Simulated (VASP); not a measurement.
# MgCd3Se4 (P6/mmm) in VASP: a series of runs

MgCd3Se4 is run at these levels: PBE; tasks: single point.

All numbers are computed with VASP 6.6.1; they aren't measurements. Logs are shortened: lines on timing, memory, paths and dates and some standing lists are left out, and cuts for length are marked.

## (1) The cell of the first run

The structure is hexagonal, space group P6/mmm (No. 191). The conventional cell has a = 5.847 Å, b = 5.847 Å, c = 6.320 Å, α = 90.00°, β = 90.00°, γ = 120.00°. Within 3.9 Å of Mg (site symmetry 6/mmm) lie 6 Cd at 2.92 Å and 2 Se at 3.16 Å. Cd (site symmetry mmm) has 4 Cd at 2.92 Å and 2 Mg at 2.92 Å and 2 Se at 3.16 Å within 3.9 Å. Se (site symmetry mmm) has 6 Se at 2.92 Å and 2 Cd at 3.16 Å within 3.9 Å. Within 3.9 Å of Se (site symmetry 6/mmm) lie 6 Se at 2.92 Å and 2 Mg at 3.16 Å.

The cell was built from a structure type or drawn by symmetry, and may not be a known phase.

## (2) Single point, PBE

INCAR reads:

```
ALGO = Normal
EDIFF = 1E-6
ENCUT = 600
GGA = PE
GGA_COMPAT = F
ISIF = 2
ISMEAR = 0
LASPH = T
LCHARG = F
LREAL = F
LWAVE = F
NBANDS = 41
NELM = 120
PREC = Accurate
SIGMA = 0.15
```

KPOINTS reads:

```
k-points
0
Gamma
  3 3 2
```

POSCAR reads:

```
MgCd3Se4
1.0
    5.8471546531      0.0000000000      0.0000000000
   -2.9235773265      5.0637844694      0.0000000000
    0.0000000000      0.0000000000      6.3198120087
Mg Cd Se
1 3 4
Direct
    0.0000000000      0.0000000000      0.0000000000
    0.5000000000      0.0000000000      0.0000000000
    0.0000000000      0.5000000000      0.0000000000
    0.5000000000      0.5000000000      0.0000000000
    0.5000000000      0.0000000000      0.5000000000
    0.0000000000      0.5000000000      0.5000000000
    0.5000000000      0.5000000000      0.5000000000
    0.0000000000      0.0000000000      0.5000000000
```

Potentials or basis: VASP PAW PBE potentials, release 64 (Mg, Cd, Se).

Command:

```console
$ cat potpaw_PBE.64/Mg/POTCAR potpaw_PBE.64/Cd/POTCAR potpaw_PBE.64/Se/POTCAR > POTCAR
$ mpirun -np 1 vasp_std > vasp.out
```

OUTCAR:

```text
EDIFF = 1E-6
   ENCUT = 600
   GGA = PE
   ISIF = 2
   ISMEAR = 0
   LASPH = T
   LREAL = F
   NELM = 120
   PREC = Accurate

 ion  position               nearest neighbor table
   1  0.000  0.000  0.000-   3 2.92   3 2.92   4 2.92   4 2.92   2 2.92   2 2.92   8 3.16   8 3.16

   2  0.500  0.000  0.000-   4 2.92   4 2.92   3 2.92   3 2.92   1 2.92   1 2.92   5 3.16   5 3.16

   3  0.000  0.500  0.000-   1 2.92   1 2.92   2 2.92   2 2.92   4 2.92   4 2.92   6 3.16   6 3.16

   4  0.500  0.500  0.000-   2 2.92   2 2.92   1 2.92   1 2.92   3 2.92   3 2.92   7 3.16   7 3.16

   5  0.500  0.000  0.500-   2 3.16   2 3.16
   6  0.000  0.500  0.500-   3 3.16   3 3.16
   7  0.500  0.500  0.500-   4 3.16   4 3.16
   8  0.000  0.000  0.500-   1 3.16   1 3.16

  LATTYP: Found a hexagonal cell.
 ALAT       =     5.8471546531
 C/A-ratio  =     1.0808354462

  Lattice vectors:

 A1 = (   5.8471546531,   0.0000000000,   0.0000000000)
 A2 = (  -2.9235773265,   5.0637844694,   0.0000000000)
 A3 = (   0.0000000000,   0.0000000000,   6.3198120087)

Analysis of symmetry for initial positions (statically):
=====================================================================
 Subroutine PRICEL returns:
 Original cell was already a primitive cell.

 Routine SETGRP: Setting up the symmetry group for a
 hexagonal supercell.

 Subroutine GETGRP returns: Found 24 space group operations
 (whereof 24 operations were pure point group operations)
 out of a pool of 24 trial point group operations.

The static configuration has the point symmetry D_6h.

Analysis of symmetry for dynamics (positions and initial velocities):
=====================================================================
 Subroutine PRICEL returns:
 Original cell was already a primitive cell.

 Routine SETGRP: Setting up the symmetry group for a
 hexagonal supercell.

 Subroutine GETGRP returns: Found 24 space group operations
 (whereof 24 operations were pure point group operations)
 out of a pool of 24 trial point group operations.

The dynamic configuration has the point symmetry D_6h.

 Subroutine INISYM returns: Found 24 space group operations
 (whereof 24 operations are pure point group operations),
 and found     1 'primitive' translations

----------------------------------------------------------------------------------------

                                     Primitive cell

  volume of cell :     187.1216

  direct lattice vectors                    reciprocal lattice vectors
     5.847154653  0.000000000  0.000000000     0.171023354  0.098740379  0.000000000
    -2.923577326  5.063784469  0.000000000     0.000000000  0.197480759  0.000000000
     0.000000000  0.000000000  6.319812009     0.000000000  0.000000000  0.158232555

  length of vectors
     5.847154653  5.847154653  6.319812009     0.197480759  0.197480759  0.158232555

  position of ions in fractional coordinates (direct lattice)
     0.000000000  0.000000000  0.000000000
     0.500000000  0.000000000  0.000000000
     0.000000000  0.500000000  0.000000000
     0.500000000  0.500000000  0.000000000
     0.500000000  0.000000000  0.500000000
     0.000000000  0.500000000  0.500000000
     0.500000000  0.500000000  0.500000000
     0.000000000  0.000000000  0.500000000

  ion indices of the primitive-cell ions
   primitive index   ion index
                 1           1
                 2           2
                 3           3
                 4           4
                 5           5
                 6           6
                 7           7
                 8           8

----------------------------------------------------------------------------------------

 KPOINTS: k-points

Automatic generation of k-mesh.
 Grid dimensions read from file:
 generate k-points for:    3    3    2

 Generating k-lattice:

  Cartesian coordinates                     Fractional coordinates (reciprocal lattice)
     0.057007785  0.032913460  0.000000000     0.333333333  0.000000000  0.000000000
     0.000000000  0.065826920  0.000000000     0.000000000  0.333333333  0.000000000
     0.000000000  0.000000000  0.079116277     0.000000000  0.000000000  0.500000000

  Length of vectors
     0.065826920  0.065826920  0.079116277

  Shift w.r.t. Gamma in fractional coordinates (k-lattice)
     0.000000000  0.000000000  0.000000000

 Subroutine IBZKPT returns following result:
 ===========================================

 Found      6 irreducible k-points:

 Following reciprocal coordinates:
            Coordinates               Weight
  0.000000  0.000000  0.000000      1.000000
  0.333333  0.000000  0.000000      6.000000
  0.333333  0.333333  0.000000      2.000000
  0.000000  0.000000  0.500000      1.000000
  0.333333  0.000000  0.500000      6.000000
  0.333333  0.333333  0.500000      2.000000
   k-points           NKPTS =      6   k-points in BZ     NKDIM =      6   number of bands    NBANDS=     41
   number of dos      NEDOS =    301   number of ions     NIONS =      8
   total plane-waves  NPLWV = 115200
   dimension x,y,z NGX =    48 NGY =   48 NGZ =   50
   dimension x,y,z NGXF=    96 NGYF=   96 NGZF=  100
   ions per type =               1   3   4
   NGX,Y,Z   is equivalent  to a cutoff of  13.65, 13.65, 13.15 a.u.
   NGXF,Y,Z  is equivalent  to a cutoff of  27.29, 27.29, 26.31 a.u.
 SYSTEM =  unknown system
   PREC   = accura    normal or accurate (medium, high low for compatibility)
   ISTART =      0    job   : 0-new  1-cont  2-samecut
   ICHARG =      2    charge: 1-file 2-atom 10-const
   ISPIN  =      1    spin polarized calculation?
   LNONCOLLINEAR =      F non collinear calculations
   LSORBIT =      F    spin-orbit coupling
   LASPH  =      T    aspherical Exc in radial PAW
   ENCUT  =  600.0 eV  44.10 Ry    6.64 a.u.  11.68 11.68 12.62*2*pi/ulx,y,z
   NELM   =    120;   NELMIN=  2; NELMDL= -5     # of ELM steps
   EDIFF  = 0.1E-05   stopping-criterion for ELM
   LREAL  =      F    real-space projection
   EDIFFG = 0.1E-04   stopping-criterion for IOM
   NSW    =      0    number of steps for IOM
   IBRION =     -1    ionic relax: 0-MD 1-quasi-New 2-CG
   NFREE  =      0    steps in history (QN), initial steepest desc. (CG)
   ISIF   =      2    stress and relaxation
   ISYM   =      2    0-nonsym 1-usesym 2-fastsym
   POTIM  = 0.5000    time-step for ionic-motion
   TEBEG  =    0.0;   TEEND  =   0.0 temperature during run
   PSTRESS=    0.0 pullay stress
   NELECT =      62.0000    total number of electrons
   NUPDOWN=      -1.0000    fix difference up-down
   EMIN   =  10.00;   EMAX   =-10.00  energy-range for DOS
   EFERMI =   0.00;   METHOD = LEGACY
   ISMEAR =     0;   SIGMA  =   0.15  broadening in eV -4-tet -1-fermi 0-gaus
   EFERMI_NEDOS =   21; number of points for ismear=-14 and -15
   IALGO  =     38    algorithm
   IMIX   =      4    mixing-type and parameters
     AMIX     =   0.40;   BMIX     =  1.00
     AMIX_MAG =   1.60;   BMIX_MAG =  1.00
  volume/ion in A,a.u.               =      23.39       157.84
  Fermi-wavevector in a.u.,A,eV,Ry     =   1.132828  2.140735 17.460355  1.283300
  Thomas-Fermi vector in A             =   2.269530
   LORBIT       =      0    0 simple, 1 ext, 2 COOP (PROOUT), +10 PAW based schemes
   GGA     = PE    functional components
   LHFCALC =     F    Hartree Fock is set to
   AEXX    =    0.0000 exact exchange contribution
   IVDW    =     0    specifies the selected vdW correction
   LEPSILON=     F    determine dielectric tensor
   LRPA    =     F    only Hartree local field effects (RPA)
 non-spin polarized calculation
 Gauss-broadening in eV      SIGMA  =   0.15
  energy-cutoff  :      600.00
  volume of cell :      187.12
 maximum number of plane-waves:      6270
 NGX is ok and might be reduce to    48
   NGX = 23   NGY = 23   NGZ = 25

 number of electron      62.0000010 magnetization

 Free energy of the ion-electron system (eV)
  ---------------------------------------------------
  ext. energy  EPLUGINS =         0.00000000
  ---------------------------------------------------
  free energy    TOTEN  =       -16.97563498 eV

  energy without entropy =      -16.91213937  energy(sigma->0) =      -16.94388718

 E-fermi :   3.2636     XC(G=0):  -9.8716

 val. band max:        3.2103883632   @ k =   0.0000   0.0000   0.0000
 cond. band min:       3.3482118187   @ k =   0.3333   0.0000   0.5000
 fundamental gap:      0.1378234555
 Fermi energy:         3.2635851016

 k-point     1 :       0.0000    0.0000    0.0000
  band No.  band energies     occupation
      1     -12.1816      2.00000
      2      -9.0548      2.00000
      3      -9.0548      2.00000
      4      -9.0320      2.00000
      5      -6.2128      2.00000
      6      -5.9359      2.00000
[... 33 lines left out ...]
     40       7.4836      0.00000
     41       7.4836      0.00000

 k-point     2 :       0.3333    0.0000    0.0000
  band No.  band energies     occupation
      1     -11.6493      2.00000
      2     -10.2130      2.00000
      3      -9.1606      2.00000
      4      -9.1456      2.00000
      5      -5.9939      2.00000
      6      -5.8240      2.00000
[... 33 lines left out ...]
     40       8.5360      0.00000
     41       8.7998      0.00000

 k-point     3 :       0.3333    0.3333    0.0000
  band No.  band energies     occupation
      1     -10.6564      2.00000
      2     -10.6564      2.00000
      3     -10.6446      2.00000
      4      -8.4927      2.00000
      5      -5.7343      2.00000
      6      -5.5852      2.00000
[... 33 lines left out ...]
     40       8.8140      0.00000
     41       9.4523      0.00000

 k-point     4 :       0.0000    0.0000    0.5000
  band No.  band energies     occupation
      1     -12.1616      2.00000
      2      -9.0168      2.00000
      3      -9.0168      2.00000
      4      -9.0168      2.00000
      5      -6.2142      2.00000
      6      -5.9367      2.00000
[... 33 lines left out ...]
     40       8.6595      0.00000
     41       8.6613      0.00000

 k-point     5 :       0.3333    0.0000    0.5000
  band No.  band energies     occupation
      1     -11.6295      2.00000
      2     -10.1912      2.00000
      3      -9.1260      2.00000
      4      -9.1253      2.00000
      5      -5.9960      2.00000
      6      -5.8253      2.00000
[... 33 lines left out ...]
     40       8.1477      0.00000
     41       8.4913      0.00000

 k-point     6 :       0.3333    0.3333    0.5000
  band No.  band energies     occupation
      1     -10.6340      2.00000
      2     -10.6309      2.00000
      3     -10.6309      2.00000
      4      -8.4581      2.00000
      5      -5.7341      2.00000
      6      -5.5959      2.00000
[... 33 lines left out ...]
     40       7.8134      0.00000
     41      10.2091      0.00000

------------------------ aborting loop because EDIFF is reached ----------------------------------------

  FORCE on cell =-STRESS in cart. coord.  units (eV):
  Direction    XX          YY          ZZ          XY          YZ          ZX
  --------------------------------------------------------------------------------------
  -------------------------------------------------------------------------------------
  Total        0.1267400      0.1267400     -0.3047983      0.0000000     -0.0000000     -0.0000000
  in kB        1.0851766      1.0851766     -2.6097516      0.0000000     -0.0000000     -0.0000000
  external PRESSURE =      -0.1464661 kB  Pullay stress =       0.0000000 kB

 VOLUME and BASIS-vectors are now :
 -----------------------------------------------------------------------------
  energy-cutoff  :      600.00
  volume of cell :      187.12
      direct lattice vectors                 reciprocal lattice vectors
     5.847154653  0.000000000  0.000000000     0.171023354  0.098740379  0.000000000
    -2.923577326  5.063784469  0.000000000     0.000000000  0.197480759  0.000000000
     0.000000000  0.000000000  6.319812009     0.000000000  0.000000000  0.158232555

 POSITION                                       TOTAL-FORCE (eV/Angst)
 -----------------------------------------------------------------------------------
      0.00000      0.00000      0.00000         0.000000      0.000000      0.000000
      2.92358      0.00000      0.00000         0.000000      0.000000      0.000000
     -1.46179      2.53189      0.00000        -0.000000      0.000000      0.000000
      1.46179      2.53189      0.00000         0.000000      0.000000      0.000000
      2.92358      0.00000      3.15991         0.000000      0.000000      0.000000
     -1.46179      2.53189      3.15991         0.000000      0.000000      0.000000
      1.46179      2.53189      3.15991         0.000000      0.000000      0.000000
      0.00000      0.00000      3.15991         0.000000      0.000000      0.000000
 -----------------------------------------------------------------------------------
    total drift:                               -0.000000      0.000000      0.000000

  FREE ENERGIE OF THE ION-ELECTRON SYSTEM (eV)
  ---------------------------------------------------
  free  energy   TOTEN  =       -16.9756349838 eV

  energy  without entropy=      -16.9121393674  energy(sigma->0) =      -16.94388718
```

It took 29 s on 1 thread of Intel Xeon 6975P-C (Granite Rapids), shared host; peak memory 0.34 GiB.

Results:

```yaml
Free_energy: -16.9756 eV
Pressure: 0.0 GPa
Band_gap_on_the_k_mesh: zero (bands 31 and 32 overlap by 1.46 eV)
```

Stress tensor (GPa, compression positive):
```
 0.11  0.00  0.00
 0.00  0.11  0.00
 0.00  0.00 -0.26
```

Caveat: the k points lie up to 0.50 Å⁻¹ apart, too coarse for converged energies and pressures of a metal.

(Part 1 of 2 ends here.)
